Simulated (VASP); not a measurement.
Crystal: FeO.

```
Fe O
1.0
     1.54861    0.89409    2.56899
    -1.54861    0.89409    2.56899
     0.00000   -1.78818    2.56899
Fe O
1 1
Direct
  0.00000 0.00000 0.00000
  0.50000 0.50000 0.50000
```

Base run:

```yaml
Program: VASP 6.6.1
Functional: LDA
Potentials_or_basis: VASP PAW LDA potentials, release 64 (Fe, O)
Cutoff: 520 eV
k_mesh: 11 × 11 × 11
Occupations: fermi-dirac, width 0.05 eV
Spin: collinear spin, ferromagnetic start
Starting_moments: "[3.0, 0.0] μB"
```

Its results: band gap on the k mesh zero (filled and empty bands overlap); pressure -24.1 GPa; net moment 4.00 μB per cell; site moments Fe +3.58; O +0.31 μB.

**Question.** The run is repeated on the same cell with these changes: functional from LDA to PBEsol; potentials or basis from VASP PAW LDA potentials, release 64 (Fe, O) to VASP PAW PBE potentials, release 64 (Fe, O). What comes out?

**Answer.** Band gap on the k mesh zero (filled and empty bands overlap); pressure -17.8 GPa; net moment 4.00 μB per cell; site moments Fe +3.62; O +0.29 μB.

Caveats: the cell stands under tension; a cell with one magnetic atom can't hold antiferromagnetic order, which such compounds often take; semilocal functionals often make such compounds metallic where correlation or magnetic order opens a gap, which also shifts bond lengths; the PAW data sets were made with another functional, which shifts forces and pressure a little (at least some runs).
